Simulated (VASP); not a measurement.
# Sb (P6_3/mmc) in VASP: a series of runs

Aim: see how the results for Sb move with the level of theory and the settings. Levels: PBEsol, LDA. Tasks: single point.

All numbers are computed with VASP 6.6.1; they aren't measurements. Logs are shortened: lines on timing, memory, paths and dates and some standing lists are left out, and cuts for length are marked.

### Step 1. The cell of the first run

The structure is hexagonal, space group P6_3/mmc (No. 194). The conventional cell has a = 3.286 Å, b = 3.286 Å, c = 5.358 Å, α = 90.00°, β = 90.00°, γ = 120.00°. Within 4.3 Å of Sb (site symmetry -6m2) lie 12 Sb at 3.28 to 3.29 Å.

### Step 2. Single point, PBEsol (volume scaled by 0.94)

INCAR reads:

```
ALGO = Normal
EDIFF = 1E-7
ENCUT = 520
GGA = PS
ISIF = 2
ISMEAR = -1
LASPH = T
LCHARG = F
LREAL = F
LWAVE = F
NBANDS = 12
NELM = 80
PREC = Accurate
SIGMA = 0.05
```

KPOINTS reads:

```
k-points
0
Gamma
  9 9 5
```

POSCAR reads:

```
Sb
1.0
    3.2860533585      0.0000000000      0.0000000000
   -1.6430266792      2.8458056866      0.0000000000
    0.0000000000      0.0000000000      5.3584933852
Sb
2
Direct
    0.6666666667      0.3333333333      0.7500000000
    0.3333333333      0.6666666667      0.2500000000
```

Potentials or basis: VASP PAW PBE potentials, release 64 (Sb).

The run is started by

```sh
$ cat potpaw_PBE.64/Sb/POTCAR > POTCAR
$ mpirun -np 1 vasp_std > vasp.out
```

OUTCAR:

```text
EDIFF = 1E-7
   ENCUT = 520
   GGA = PS
   ISIF = 2
   ISMEAR = -1
   LASPH = T
   LREAL = F
   NELM = 80
   PREC = Accurate

 ion  position               nearest neighbor table
   1  0.667  0.333  0.750-   2 3.28   2 3.28   2 3.28   2 3.28   2 3.28   2 3.28
   2  0.333  0.667  0.250-   1 3.28   1 3.28   1 3.28   1 3.28   1 3.28   1 3.28

  LATTYP: Found a hexagonal cell.
 ALAT       =     3.2860533585
 C/A-ratio  =     1.6306775334

  Lattice vectors:

 A1 = (   3.2860533585,   0.0000000000,   0.0000000000)
 A2 = (  -1.6430266792,   2.8458056866,   0.0000000000)
 A3 = (   0.0000000000,   0.0000000000,   5.3584933852)

Analysis of symmetry for initial positions (statically):
=====================================================================
 Subroutine PRICEL returns:
 Original cell was already a primitive cell.

 Routine SETGRP: Setting up the symmetry group for a
 hexagonal supercell.

 Subroutine GETGRP returns: Found 24 space group operations
 (whereof 12 operations were pure point group operations)
 out of a pool of 24 trial point group operations.

The static configuration has the point symmetry D_3d.
 The point group associated with its full space group is D_6h.

Analysis of symmetry for dynamics (positions and initial velocities):
=====================================================================
 Subroutine PRICEL returns:
 Original cell was already a primitive cell.

 Routine SETGRP: Setting up the symmetry group for a
 hexagonal supercell.

 Subroutine GETGRP returns: Found 24 space group operations
 (whereof 12 operations were pure point group operations)
 out of a pool of 24 trial point group operations.

The dynamic configuration has the point symmetry D_3d.
 The point group associated with its full space group is D_6h.

 Subroutine INISYM returns: Found 24 space group operations
 (whereof 12 operations are pure point group operations),
 and found     1 'primitive' translations

----------------------------------------------------------------------------------------

                                     Primitive cell

  volume of cell :      50.1098

  direct lattice vectors                    reciprocal lattice vectors
     3.286053358  0.000000000  0.000000000     0.304316422  0.175697168  0.000000000
    -1.643026679  2.845805687  0.000000000     0.000000000  0.351394336  0.000000000
     0.000000000  0.000000000  5.358493385     0.000000000  0.000000000  0.186619620

  length of vectors
     3.286053358  3.286053358  5.358493385     0.351394336  0.351394336  0.186619620

  position of ions in fractional coordinates (direct lattice)
     0.666666667  0.333333333  0.750000000
     0.333333333  0.666666667  0.250000000

  ion indices of the primitive-cell ions
   primitive index   ion index
                 1           1
                 2           2

----------------------------------------------------------------------------------------

 KPOINTS: k-points

Automatic generation of k-mesh.
 Grid dimensions read from file:
 generate k-points for:    9    9    5

 Generating k-lattice:

  Cartesian coordinates                     Fractional coordinates (reciprocal lattice)
     0.033812936  0.019521908  0.000000000     0.111111111 -0.000000000  0.000000000
     0.000000000  0.039043815  0.000000000     0.000000000  0.111111111  0.000000000
     0.000000000  0.000000000  0.037323924     0.000000000  0.000000000  0.200000000

  Length of vectors
     0.039043815  0.039043815  0.037323924

  Shift w.r.t. Gamma in fractional coordinates (k-lattice)
     0.000000000  0.000000000  0.000000000

 Subroutine IBZKPT returns following result:
 ===========================================

 Found     36 irreducible k-points:

 Following reciprocal coordinates:
            Coordinates               Weight
  0.000000  0.000000  0.000000      1.000000
  0.111111 -0.000000  0.000000      6.000000
  0.222222  0.000000  0.000000      6.000000
  0.333333 -0.000000  0.000000      6.000000
  0.444444  0.000000  0.000000      6.000000
  0.111111  0.111111  0.000000      6.000000
[... 16 lines left out ...]
  0.333333  0.222222  0.200000     24.000000
  0.333333  0.333333  0.200000      4.000000
 [... further k-points ...]
   k-points           NKPTS =     36   k-points in BZ     NKDIM =     36   number of bands    NBANDS=     12
   number of dos      NEDOS =    301   number of ions     NIONS =      2
   total plane-waves  NPLWV =  23040
   dimension x,y,z NGX =    24 NGY =   24 NGZ =   40
   dimension x,y,z NGXF=    48 NGYF=   48 NGZF=   80
   ions per type =               2
   NGX,Y,Z   is equivalent  to a cutoff of  12.14, 12.14, 12.41 a.u.
   NGXF,Y,Z  is equivalent  to a cutoff of  24.28, 24.28, 24.82 a.u.
 SYSTEM =  unknown system
   PREC   = accura    normal or accurate (medium, high low for compatibility)
   ISTART =      0    job   : 0-new  1-cont  2-samecut
   ICHARG =      2    charge: 1-file 2-atom 10-const
   ISPIN  =      1    spin polarized calculation?
   LNONCOLLINEAR =      F non collinear calculations
   LSORBIT =      F    spin-orbit coupling
   LASPH  =      T    aspherical Exc in radial PAW
   ENCUT  =  520.0 eV  38.22 Ry    6.18 a.u.   6.11  6.11  9.96*2*pi/ulx,y,z
   NELM   =     80;   NELMIN=  2; NELMDL= -5     # of ELM steps
   EDIFF  = 0.1E-06   stopping-criterion for ELM
   LREAL  =      F    real-space projection
   EDIFFG = 0.1E-05   stopping-criterion for IOM
   NSW    =      0    number of steps for IOM
   IBRION =     -1    ionic relax: 0-MD 1-quasi-New 2-CG
   NFREE  =      0    steps in history (QN), initial steepest desc. (CG)
   ISIF   =      2    stress and relaxation
   ISYM   =      2    0-nonsym 1-usesym 2-fastsym
   POTIM  = 0.5000    time-step for ionic-motion
   TEBEG  =    0.0;   TEEND  =   0.0 temperature during run
   PSTRESS=    0.0 pullay stress
   NELECT =      10.0000    total number of electrons
   NUPDOWN=      -1.0000    fix difference up-down
   EMIN   =  10.00;   EMAX   =-10.00  energy-range for DOS
   EFERMI =   0.00;   METHOD = LEGACY
   ISMEAR =    -1;   SIGMA  =   0.05  broadening in eV -4-tet -1-fermi 0-gaus
   EFERMI_NEDOS =   21; number of points for ismear=-14 and -15
   IALGO  =     38    algorithm
   IMIX   =      4    mixing-type and parameters
     AMIX     =   0.40;   BMIX     =  1.00
     AMIX_MAG =   1.60;   BMIX_MAG =  1.00
  volume/ion in A,a.u.               =      25.05       169.08
  Fermi-wavevector in a.u.,A,eV,Ry     =   0.956681  1.807866 12.452586  0.915239
  Thomas-Fermi vector in A             =   2.085631
   LORBIT       =      0    0 simple, 1 ext, 2 COOP (PROOUT), +10 PAW based schemes
   GGA     = PS    functional components
   LHFCALC =     F    Hartree Fock is set to
   AEXX    =    0.0000 exact exchange contribution
   IVDW    =     0    specifies the selected vdW correction
   LEPSILON=     F    determine dielectric tensor
   LRPA    =     F    only Hartree local field effects (RPA)
 non-spin polarized calculation
  energy-cutoff  :      520.00
  volume of cell :       50.11
 maximum number of plane-waves:      1365
   NGX = 13   NGY = 13   NGZ = 19

 number of electron      10.0000001 magnetization

 Free energy of the ion-electron system (eV)
  ---------------------------------------------------
  ext. energy  EPLUGINS =         0.00000000
  ---------------------------------------------------
  free energy    TOTEN  =        -8.67449752 eV

  energy without entropy =       -8.66541625  energy(sigma->0) =       -8.66995688

 E-fermi :   9.2493     XC(G=0): -10.6478

 val. band max:        9.2155914125   @ k =   0.2222   0.0000   0.4000
 cond. band min:       9.3428879042   @ k =   0.1111   0.1111   0.0000
 fundamental gap:      0.1272964916
 Fermi energy:         9.2493294646

 k-point     1 :       0.0000    0.0000    0.0000
  band No.  band energies     occupation
      1      -4.1822      2.00000
      2       0.0088      2.00000
      3       3.0386      2.00000
      4      13.2437      0.00000
      5      13.2437      0.00000
      6      15.0233      0.00000
      7      15.0233      0.00000
      8      15.3277      0.00000
      9      17.3727      0.00000
     10      18.3844      0.00000
     11      19.6166      0.00000
     12      19.6166      0.00000

 k-point     2 :       0.1111   -0.0000    0.0000
  band No.  band energies     occupation
      1      -3.9500      2.00000
      2       0.2159      2.00000
      3       3.2806      2.00000
      4      11.1833      0.00000
      5      12.4255      0.00000
      6      13.8763      0.00000
      7      15.0438      0.00000
      8      15.1674      0.00000
      9      17.1127      0.00000
     10      18.8123      0.00000
     11      19.3244      0.00000
     12      19.7486      0.00000

 k-point     3 :       0.2222    0.0000    0.0000
  band No.  band energies     occupation
      1      -3.2574      2.00000
      2       0.8123      2.00000
      3       3.9955      2.00000
      4       8.0910      2.00000
      5      11.2111      0.00000
      6      11.4868      0.00000
      7      13.6977      0.00000
      8      14.6138      0.00000
      9      15.3628      0.00000
     10      18.0024      0.00000
     11      19.1564      0.00000
     12      19.6781      0.00000
[... 286 lines left out ...]
 k-point    23 :       0.3333    0.2222    0.2000
  band No.  band energies     occupation
      1       0.1071      2.00000
      2       1.6623      2.00000
      3       4.5903      2.00000
      4       5.7591      2.00000
      5       6.7156      2.00000
      6       8.5922      2.00000
      7       9.1689      1.66631
      8      11.0288      0.00000
      9      14.6071      0.00000
     10      18.7575      0.00000
     11      19.1522      0.00000
     12      20.8829      0.00000

 k-point    24 :       0.3333    0.3333    0.2000
  band No.  band energies     occupation
      1       1.2087      2.00000
      2       1.2087      2.00000
      3       4.7124      2.00000
      4       5.8952      2.00000
      5       5.8952      2.00000
      6       7.5162      2.00000
      7      10.0858      0.00000
      8      10.0858      0.00000
      9      13.7821      0.00000
     10      20.1528      0.00000
     11      20.1528      0.00000
     12      21.8698      0.00000

 [... further k-points ...]
[... 5 lines left out ...]
  --------------------------------------------------------------------------------------
  -------------------------------------------------------------------------------------
  Total        0.8292963      0.8292963      0.8445529      0.0000000      0.0000000      0.0000000
  in kB       26.5153749     26.5153749     27.0031782      0.0000000      0.0000000      0.0000000
  external PRESSURE =      26.6779760 kB  Pullay stress =       0.0000000 kB

 VOLUME and BASIS-vectors are now :
 -----------------------------------------------------------------------------
  energy-cutoff  :      520.00
  volume of cell :       50.11
      direct lattice vectors                 reciprocal lattice vectors
     3.286053358  0.000000000  0.000000000     0.304316422  0.175697168  0.000000000
    -1.643026679  2.845805687  0.000000000     0.000000000  0.351394336  0.000000000
     0.000000000  0.000000000  5.358493385     0.000000000  0.000000000  0.186619620

 POSITION                                       TOTAL-FORCE (eV/Angst)
 -----------------------------------------------------------------------------------
      1.64303      0.94860      4.01887        -0.000000      0.000000      0.000000
     -0.00000      1.89720      1.33962         0.000000     -0.000000      0.000000
 -----------------------------------------------------------------------------------
    total drift:                               -0.000000      0.000000      0.000000

  FREE ENERGIE OF THE ION-ELECTRON SYSTEM (eV)
  ---------------------------------------------------
  free  energy   TOTEN  =        -8.6744975171 eV

  energy  without entropy=       -8.6654162522  energy(sigma->0) =       -8.66995688
```

Wall time 24 s (1 thread of AMD EPYC 7R13, shared host); peak memory 0.16 GiB.

What came out:

- Free energy: -8.6745 eV
- Pressure: 2.7 GPa
- Band gap on the k mesh: zero (band 5 reaches 13.85 eV, above the bottom of band 6 at 6.34 eV)

Levels at points of the mesh, in eV from the Fermi level:
| k point | band 2 | band 3 | band 4 | band 5 | band 6 | band 7 | band 8 | band 9 |
| --- | --- | --- | --- | --- | --- | --- | --- | --- |
| (0.00, 0.00, 0.00) | -9.24 | -6.21 | 3.99 | 3.99 | 5.77 | 5.77 | 6.08 | 8.12 |

Caveat: the PAW data sets were made with another functional, which shifts forces and pressure a little; spin-orbit coupling is left out, which moves the levels of the heavy elements.

### Step 3. Single point, LDA (volume scaled by 0.98)

INCAR reads:

```
SYSTEM = Sb
ALGO     = Normal         ! electronic algorithm
EDIFF    = 1E-6           ! SCF threshold, eV
ENCUT    = 520            ! plane-wave cutoff, eV
GGA      = CA             ! functional
ISIF     = 2              ! what is computed and relaxed
ISMEAR   = -1             ! smearing method
LASPH    = .True.         ! aspherical terms in the spheres
LCHARG   = .False.        ! write CHGCAR
LREAL    = .False.        ! projectors in reciprocal space
LWAVE    = .False.        ! write WAVECAR
NBANDS   = 12             ! bands
NELM     = 100            ! most SCF steps
PREC     = Accurate       ! precision mode
SIGMA    = 0.05           ! smearing width, eV
```

KPOINTS reads:

```
k-points
0
Gamma
  9 9 5
  0 0 0
```

POSCAR reads:

```
Sb
1.0
    3.3320180998      0.0000000000      0.0000000000
   -1.6660090499      2.8856123203      0.0000000000
    0.0000000000      0.0000000000      5.4334470562
Sb
2
Direct
    0.6666666667      0.3333333333      0.7500000000
    0.3333333333      0.6666666667      0.2500000000
```

Potentials or basis: VASP PAW LDA potentials, release 64 (Sb).

The run is started by

```sh
$ cat potpaw_LDA.64/Sb/POTCAR > POTCAR
$ mpirun -np 1 vasp_std > vasp.out
```

Wall time 28 s (1 thread of AMD EPYC 7R13, shared host); peak memory 0.16 GiB.

The run converged. Its results:

- Free energy: -9.1574 eV
- Pressure: -1.4 GPa
- Band gap on the k mesh: zero (band 5 reaches 13.01 eV, above the bottom of band 6 at 6.00 eV)

Stress tensor (GPa, compression positive):
```
-1.34  0.00  0.00
 0.00 -1.34  0.00
 0.00  0.00 -1.60
```

Levels at points of the mesh, in eV from the Fermi level:
| k point | band 3 | band 4 | band 5 | band 6 | band 7 | band 8 |
| --- | --- | --- | --- | --- | --- | --- |
| (0.00, 0.00, 0.00) | -5.89 | 3.73 | 3.73 | 5.41 | 5.41 | 5.66 |

Caveat: spin-orbit coupling is left out, which moves the levels of the heavy elements.
